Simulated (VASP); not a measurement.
# YZr2 (P4_2/mnm) in VASP: notebook

The runs below take YZr2 through single point, with PBE.

Everything below comes from runs of VASP 6.6.1. Logs are shortened: lines on timing, memory, paths and dates and some standing lists are left out, and cuts for length are marked.

## Step 1: The cell of the first run

It takes space group P4_2/mnm (No. 136, tetragonal). The conventional cell has a = 5.803 Å, b = 5.803 Å, c = 3.738 Å, α = 90.00°, β = 90.00°, γ = 90.00°. Y (site symmetry mmm) has 6 Zr at 2.46 to 2.51 Å within 3.2 Å. Zr (site symmetry m2m) has 3 Y at 2.46 to 2.51 Å and 1 Zr at 3.18 Å within 3.2 Å.

## Step 2: Single point, PBE

Input file INCAR:

```
SYSTEM = YZr2
PREC = Accurate
ENCUT = 520
EDIFF = 1E-7
ISMEAR = 0
SIGMA = 0.1
LREAL = .FALSE.
LASPH = .TRUE.
NELM = 80
ALGO = Fast
ISIF = 2
LWAVE = .FALSE.
LCHARG = .FALSE.
GGA = PE
NBANDS = 44
```

Input file KPOINTS:

```
regular mesh
0
G
  4 4 6
  0 0 0
```

Input file POSCAR:

```
YZr2
1.0
    5.8030639523      0.0000000000      0.0000000000
    0.0000000000      5.8030639523      0.0000000000
    0.0000000000      0.0000000000      3.7377593023
Y Zr
2 4
Direct
    0.0000000000      0.0000000000      0.0000000000
    0.5000000000      0.5000000000      0.5000000000
    0.3060000000      0.3060000000      0.0000000000
    0.1940000000      0.8060000000      0.5000000000
    0.6940000000      0.6940000000      0.0000000000
    0.8060000000      0.1940000000      0.5000000000
```

Potentials or basis: VASP PAW PBE potentials, release 64 (Y_sv, Zr_sv).

Started as:

```console
$ cat potpaw_PBE.64/Y_sv/POTCAR potpaw_PBE.64/Zr_sv/POTCAR > POTCAR
$ mpirun -np 1 vasp_std > vasp.out
```

OUTCAR:

```text
SYSTEM = YZr2
   PREC = Accurate
   ENCUT = 520
   EDIFF = 1E-7
   ISMEAR = 0
   LREAL = .FALSE.
   LASPH = .TRUE.
   NELM = 80
   ISIF = 2
   GGA = PE

 ion  position               nearest neighbor table
   1  0.000  0.000  0.000-   4 2.46   6 2.46   4 2.46   6 2.46   5 2.51   3 2.51
   2  0.500  0.500  0.500-   3 2.46   5 2.46   3 2.46   5 2.46   4 2.51   6 2.51
   3  0.306  0.306  0.000-   2 2.46   2 2.46   1 2.51   5 3.18   6 3.51   4 3.51   4 3.51   6 3.51
                             4 3.51   4 3.51   6 3.51   6 3.51
   4  0.194  0.806  0.500-   1 2.46   1 2.46   2 2.51   6 3.18   3 3.51   5 3.51   3 3.51   5 3.51
                             3 3.51   3 3.51   5 3.51   5 3.51
   5  0.694  0.694  0.000-   2 2.46   2 2.46   1 2.51   3 3.18   6 3.51   4 3.51   4 3.51   6 3.51
                             6 3.51   6 3.51   4 3.51   4 3.51
   6  0.806  0.194  0.500-   1 2.46   1 2.46   2 2.51   4 3.18   5 3.51   3 3.51   3 3.51   5 3.51
                             5 3.51   5 3.51   3 3.51   3 3.51

  LATTYP: Found a simple tetragonal cell.
 ALAT       =     5.8030639523
 C/A-ratio  =     0.6441010013

  Lattice vectors:

 A1 = (   5.8030639523,   0.0000000000,   0.0000000000)
 A2 = (   0.0000000000,   5.8030639523,   0.0000000000)
 A3 = (   0.0000000000,   0.0000000000,   3.7377593023)

Analysis of symmetry for initial positions (statically):
=====================================================================
 Subroutine PRICEL returns:
 Original cell was already a primitive cell.

 Routine SETGRP: Setting up the symmetry group for a
 simple tetragonal supercell.

 Subroutine GETGRP returns: Found 16 space group operations
 (whereof  8 operations were pure point group operations)
 out of a pool of 16 trial point group operations.

The static configuration has the point symmetry D_2h.
 The point group associated with its full space group is D_4h.

Analysis of symmetry for dynamics (positions and initial velocities):
=====================================================================
 Subroutine PRICEL returns:
 Original cell was already a primitive cell.

 Routine SETGRP: Setting up the symmetry group for a
 simple tetragonal supercell.

 Subroutine GETGRP returns: Found 16 space group operations
 (whereof  8 operations were pure point group operations)
 out of a pool of 16 trial point group operations.

The dynamic configuration has the point symmetry D_2h.
 The point group associated with its full space group is D_4h.

 Subroutine INISYM returns: Found 16 space group operations
 (whereof  8 operations are pure point group operations),
 and found     1 'primitive' translations

----------------------------------------------------------------------------------------

                                     Primitive cell

  volume of cell :     125.8711

  direct lattice vectors                    reciprocal lattice vectors
     5.803063952  0.000000000  0.000000000     0.172322761  0.000000000  0.000000000
     0.000000000  5.803063952  0.000000000     0.000000000  0.172322761  0.000000000
     0.000000000  0.000000000  3.737759302     0.000000000  0.000000000  0.267539967

  length of vectors
     5.803063952  5.803063952  3.737759302     0.172322761  0.172322761  0.267539967

  position of ions in fractional coordinates (direct lattice)
     0.000000000  0.000000000  0.000000000
     0.500000000  0.500000000  0.500000000
     0.306000000  0.306000000  0.000000000
     0.194000000  0.806000000  0.500000000
     0.694000000  0.694000000  0.000000000
     0.806000000  0.194000000  0.500000000

  ion indices of the primitive-cell ions
   primitive index   ion index
                 1           1
                 2           2
                 3           3
                 4           4
                 5           5
                 6           6

----------------------------------------------------------------------------------------

 KPOINTS: regular mesh

Automatic generation of k-mesh.
 Grid dimensions read from file:
 generate k-points for:    4    4    6

 Generating k-lattice:

  Cartesian coordinates                     Fractional coordinates (reciprocal lattice)
     0.043080690  0.000000000  0.000000000     0.250000000  0.000000000  0.000000000
     0.000000000  0.043080690  0.000000000     0.000000000  0.250000000  0.000000000
     0.000000000  0.000000000  0.044589994     0.000000000  0.000000000  0.166666667

  Length of vectors
     0.043080690  0.043080690  0.044589994

  Shift w.r.t. Gamma in fractional coordinates (k-lattice)
     0.000000000  0.000000000  0.000000000

 Subroutine IBZKPT returns following result:
 ===========================================

 Found     24 irreducible k-points:

 Following reciprocal coordinates:
            Coordinates               Weight
  0.000000  0.000000  0.000000      1.000000
  0.250000  0.000000  0.000000      4.000000
  0.500000  0.000000  0.000000      2.000000
  0.250000  0.250000  0.000000      4.000000
  0.500000  0.250000  0.000000      4.000000
  0.500000  0.500000  0.000000      1.000000
[... 16 lines left out ...]
  0.500000  0.250000  0.500000      4.000000
  0.500000  0.500000  0.500000      1.000000
   k-points           NKPTS =     24   k-points in BZ     NKDIM =     24   number of bands    NBANDS=     44
   number of dos      NEDOS =    301   number of ions     NIONS =      6
   total plane-waves  NPLWV =  64512
   dimension x,y,z NGX =    48 NGY =   48 NGZ =   28
   dimension x,y,z NGXF=    96 NGYF=   96 NGZF=   56
   ions per type =               2   4
   NGX,Y,Z   is equivalent  to a cutoff of  13.75, 13.75, 12.45 a.u.
   NGXF,Y,Z  is equivalent  to a cutoff of  27.50, 27.50, 24.91 a.u.
 SYSTEM =  YZr2
   PREC   = accura    normal or accurate (medium, high low for compatibility)
   ISTART =      0    job   : 0-new  1-cont  2-samecut
   ICHARG =      2    charge: 1-file 2-atom 10-const
   ISPIN  =      1    spin polarized calculation?
   LNONCOLLINEAR =      F non collinear calculations
   LSORBIT =      F    spin-orbit coupling
   LASPH  =      T    aspherical Exc in radial PAW
   ENCUT  =  520.0 eV  38.22 Ry    6.18 a.u.  10.79 10.79  6.95*2*pi/ulx,y,z
   NELM   =     80;   NELMIN=  2; NELMDL= -5     # of ELM steps
   EDIFF  = 0.1E-06   stopping-criterion for ELM
   LREAL  =      F    real-space projection
   EDIFFG = 0.1E-05   stopping-criterion for IOM
   NSW    =      0    number of steps for IOM
   IBRION =     -1    ionic relax: 0-MD 1-quasi-New 2-CG
   NFREE  =      0    steps in history (QN), initial steepest desc. (CG)
   ISIF   =      2    stress and relaxation
   ISYM   =      2    0-nonsym 1-usesym 2-fastsym
   POTIM  = 0.5000    time-step for ionic-motion
   TEBEG  =    0.0;   TEEND  =   0.0 temperature during run
   PSTRESS=    0.0 pullay stress
   NELECT =      70.0000    total number of electrons
   NUPDOWN=      -1.0000    fix difference up-down
   EMIN   =  10.00;   EMAX   =-10.00  energy-range for DOS
   EFERMI =   0.00;   METHOD = LEGACY
   ISMEAR =     0;   SIGMA  =   0.10  broadening in eV -4-tet -1-fermi 0-gaus
   EFERMI_NEDOS =   21; number of points for ismear=-14 and -15
   IALGO  =     68    algorithm
   IMIX   =      4    mixing-type and parameters
     AMIX     =   0.40;   BMIX     =  1.00
     AMIX_MAG =   1.60;   BMIX_MAG =  1.00
  volume/ion in A,a.u.               =      20.98       141.57
  Fermi-wavevector in a.u.,A,eV,Ry     =   1.346270  2.544081 24.659782  1.812443
  Thomas-Fermi vector in A             =   2.474116
   LORBIT       =      0    0 simple, 1 ext, 2 COOP (PROOUT), +10 PAW based schemes
   GGA     = PE    functional components
   LHFCALC =     F    Hartree Fock is set to
   AEXX    =    0.0000 exact exchange contribution
   IVDW    =     0    specifies the selected vdW correction
   LEPSILON=     F    determine dielectric tensor
   LRPA    =     F    only Hartree local field effects (RPA)
 non-spin polarized calculation
 RMM-DIIS sequential band-by-band and
 Gauss-broadening in eV      SIGMA  =   0.10
  energy-cutoff  :      520.00
  volume of cell :      125.87
 maximum number of plane-waves:      3416
 NGX is ok and might be reduce to    48
   NGX = 21   NGY = 21   NGZ = 13

 number of electron      70.0000003 magnetization

 Free energy of the ion-electron system (eV)
  ---------------------------------------------------
  ext. energy  EPLUGINS =         0.00000000
  ---------------------------------------------------
  free energy    TOTEN  =       -33.33741860 eV

  energy without entropy =      -33.30275020  energy(sigma->0) =      -33.32008440

 E-fermi :   8.3744     XC(G=0): -11.2674

 val. band max:        8.3461019462   @ k =   0.5000   0.0000   0.1667
 cond. band min:       8.3839109838   @ k =   0.2500   0.2500   0.1667
 fundamental gap:      0.0378090376
 Fermi energy:         8.3743839510

 k-point     1 :       0.0000    0.0000    0.0000
  band No.  band energies     occupation
      1     -40.6074      2.00000
      2     -40.4755      2.00000
      3     -40.4700      2.00000
      4     -40.4700      2.00000
      5     -33.3898      2.00000
      6     -33.1904      2.00000
[... 36 lines left out ...]
     43      10.8479      0.00000
     44      10.8490      0.00000

 k-point     2 :       0.2500    0.0000    0.0000
  band No.  band energies     occupation
      1     -40.5916      2.00000
      2     -40.5062      2.00000
      3     -40.4668      2.00000
      4     -40.4589      2.00000
      5     -33.3606      2.00000
      6     -33.2196      2.00000
[... 36 lines left out ...]
     43      10.8753      0.00000
     44      10.9592      0.00000

 k-point     3 :       0.5000    0.0000    0.0000
  band No.  band energies     occupation
      1     -40.5518      2.00000
      2     -40.5518      2.00000
      3     -40.4603      2.00000
      4     -40.4603      2.00000
      5     -33.2900      2.00000
      6     -33.2900      2.00000
[... 976 lines left out ...]
     43      10.9157      0.00000
     44      10.9292      0.00000

 k-point    24 :       0.5000    0.5000    0.5000
  band No.  band energies     occupation
      1     -40.5003      2.00000
      2     -40.5003      2.00000
      3     -40.4573      2.00000
      4     -40.4573      2.00000
      5     -33.3691      2.00000
      6     -33.3691      2.00000
[... 36 lines left out ...]
     43      11.5134      0.00000
     44      11.5153      0.00000

------------------------ aborting loop because EDIFF is reached ----------------------------------------

  FORCE on cell =-STRESS in cart. coord.  units (eV):
  Direction    XX          YY          ZZ          XY          YZ          ZX
  --------------------------------------------------------------------------------------
  -------------------------------------------------------------------------------------
  Total       18.1148930     18.1148930     27.1983868      0.0000000      0.0000000      0.0000000
  in kB      230.5792972    230.5792972    346.2004946      0.0000000      0.0000000      0.0000000
  external PRESSURE =     269.1196963 kB  Pullay stress =       0.0000000 kB

 VOLUME and BASIS-vectors are now :
 -----------------------------------------------------------------------------
  energy-cutoff  :      520.00
  volume of cell :      125.87
      direct lattice vectors                 reciprocal lattice vectors
     5.803063952  0.000000000  0.000000000     0.172322761  0.000000000  0.000000000
     0.000000000  5.803063952  0.000000000     0.000000000  0.172322761  0.000000000
     0.000000000  0.000000000  3.737759302     0.000000000  0.000000000  0.267539967

 POSITION                                       TOTAL-FORCE (eV/Angst)
 -----------------------------------------------------------------------------------
      0.00000      0.00000      0.00000        -0.000000      0.000000      0.000000
      2.90153      2.90153      1.86888        -0.000000      0.000000      0.000000
      1.77574      1.77574      0.00000        -1.063936     -1.063936      0.000000
      1.12579      4.67727      1.86888         1.063936     -1.063936      0.000000
      4.02733      4.02733      0.00000         1.063936      1.063936     -0.000000
      4.67727      1.12579      1.86888        -1.063936      1.063936     -0.000000
 -----------------------------------------------------------------------------------
    total drift:                                0.000000     -0.000000     -0.000000

  FREE ENERGIE OF THE ION-ELECTRON SYSTEM (eV)
  ---------------------------------------------------
  free  energy   TOTEN  =       -33.3374186028 eV

  energy  without entropy=      -33.3027501997  energy(sigma->0) =      -33.32008440
```

Wall time 8.2 min (1 thread of Intel Xeon Platinum 8488C (Sapphire Rapids), shared host); peak memory 0.34 GiB.

What came out:

| Item | Value |
| --- | --- |
| Free energy | -33.3374 eV |
| Pressure | 26.9 GPa |
| Largest force | 1.505 eV/Å |
| Band gap on the k mesh | zero (bands 35 and 36 overlap by 1.22 eV) |

Forces on the atoms (eV/Å):
```
Y    0.000  0.000  0.000
Y    0.000  0.000  0.000
Zr  -1.064 -1.064  0.000
Zr   1.064 -1.064  0.000
Zr   1.064  1.064  0.000
Zr  -1.064  1.064  0.000
```

Caveat: the stress differs along the axes, from 23 to 35 GPa; forces of over 1 eV/Å act on the atoms, so gaps and moduli don't describe the material at rest.

## Step 3: Single point, PBE

This run uses another cell than the first one, of 30.43 Å³/atom.

Input file INCAR:

```
ALGO = Fast ; EDIFF = 1E-6
ENCUT = 520 ; GGA = PE
ISIF = 2 ; ISMEAR = 0
LASPH = T ; LCHARG = F
LREAL = F ; LWAVE = F
NBANDS = 44 ; NELM = 60
PREC = Accurate ; SIGMA = 0.1
```

Input file KPOINTS:

```
k-points
0
Gamma
  4 4 6
```

Input file POSCAR:

```
YZr2
1.0
    7.7425452764      0.0000000000      0.0000000000
    0.0000000000      7.7425452764      0.0000000000
    0.0000000000      0.0000000000      3.0458034641
Y Zr
2 4
Direct
    0.0000000000      0.0000000000      0.0000000000
    0.5000000000      0.5000000000      0.5000000000
    0.2627203159      0.2627203159      0.0000000000
    0.2372796841      0.7627203159      0.5000000000
    0.7372796841      0.7372796841      0.0000000000
    0.7627203159      0.2372796841      0.5000000000
```

Potentials or basis: VASP PAW PBE potentials, release 64 (Y_sv, Zr_sv).

Started as:

```console
$ cat potpaw_PBE.64/Y_sv/POTCAR potpaw_PBE.64/Zr_sv/POTCAR > POTCAR
$ mpirun -np 1 vasp_std > vasp.out
```

Wall time 6.4 min (1 thread of Intel Xeon Platinum 8488C (Sapphire Rapids), shared host); peak memory 0.4 GiB.

It converged, with:

```
Free energy            : -40.2355 eV
Pressure               : -0.1 GPa
Largest force          : 0.009 eV/Å
Band gap on the k mesh : zero (bands 35 and 36 overlap by 0.84 eV)
```

Forces in eV/Å, atoms in the order of the input:
```
Y    0.000  0.000  0.000
Y    0.000  0.000  0.000
Zr   0.006  0.006  0.000
Zr  -0.006  0.006  0.000
Zr  -0.006 -0.006  0.000
Zr   0.006 -0.006  0.000
```

Stress tensor (GPa, compression positive):
```
 0.00  0.00  0.00
 0.00  0.00  0.00
 0.00  0.00 -0.19
```

Levels at points of the mesh, in eV from the Fermi level:
| k point | band 32 | band 33 | band 34 | band 35 | band 36 | band 37 | band 38 | band 39 | band 40 | band 41 |
| --- | --- | --- | --- | --- | --- | --- | --- | --- | --- | --- |
| (0.00, 0.00, 0.00) | -1.05 | -0.64 | -0.60 | -0.34 | -0.34 | 0.96 | 1.14 | 1.14 | 1.69 | 1.71 |
| (0.50, 0.00, 0.00) | -1.31 | -0.67 | -0.67 | -0.33 | -0.33 | 0.23 | 0.23 | 1.31 | 1.31 | 1.86 |
| (0.50, 0.50, 0.00) | -1.23 | -0.59 | -0.59 | 0.01 | 0.01 | 0.16 | 0.16 | 1.00 | 1.00 | 1.24 |
| (0.00, 0.00, 0.50) | -0.88 | -0.48 | -0.48 | -0.14 | -0.14 | 0.64 | 0.64 | 0.90 | 0.90 | 0.98 |
| (0.50, 0.00, 0.50) | -0.77 | -0.47 | -0.47 | -0.14 | -0.14 | 0.93 | 0.93 | 1.61 | 1.61 | 1.63 |
| (0.50, 0.50, 0.50) | -0.97 | -0.24 | -0.24 | 0.17 | 0.17 | 1.34 | 1.34 | 1.44 | 1.44 | 1.97 |

The gap in the log of VASP goes by the Fermi energy; the results here count the filled bands.